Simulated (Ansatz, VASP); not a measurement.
One calculation of GdO, two programs

```
Gd O
1.0
     0.00000    2.70000    2.70000
     2.70000    0.00000    2.70000
     2.70000    2.70000    0.00000
Gd O
1 1
Direct
  0.00000 0.00000 0.00000
  0.25000 0.25000 0.25000
```

Alike in both runs: task single point; functional PBE; k mesh 8 × 8 × 8; occupations gaussian, width 0.05 eV; collinear spin; Hubbard terms Gd f U = 6.0 eV.

```csv
,VASP,Ansatz
version,VASP 6.6.1,Ansatz 0.2.0
potentials or method,"VASP PAW PBE potentials, release 64 (Gd, O), cutoff 600 eV","scalar-relativistic, plane waves, PAW"
valence electrons in the cell,24,24
```

|  | VASP | Ansatz | Ansatz less VASP |
| --- | --- | --- | --- |
| gap on the k mesh at the Fermi level (eV) | none | none | - |
| pressure (GPa) | -0.2 | -0.2 | +0.03 |
| net moment per atom (μB) | 3.97 | 3.97 | 0.000 |
| size of the moment on the site where the two differ most (μB) | 7.07 | 7.02 | -0.052 |

Site moments also hang on the region over which each program counts them. The programs project onto different local orbitals, so the same U acts differently, and such runs can settle in different states. A gap of «none» marks a metal or a gap that the smearing closes. Ansatz's warnings: filled band counts differ across k points, stability check not made.

Spin-orbit coupling is off throughout.
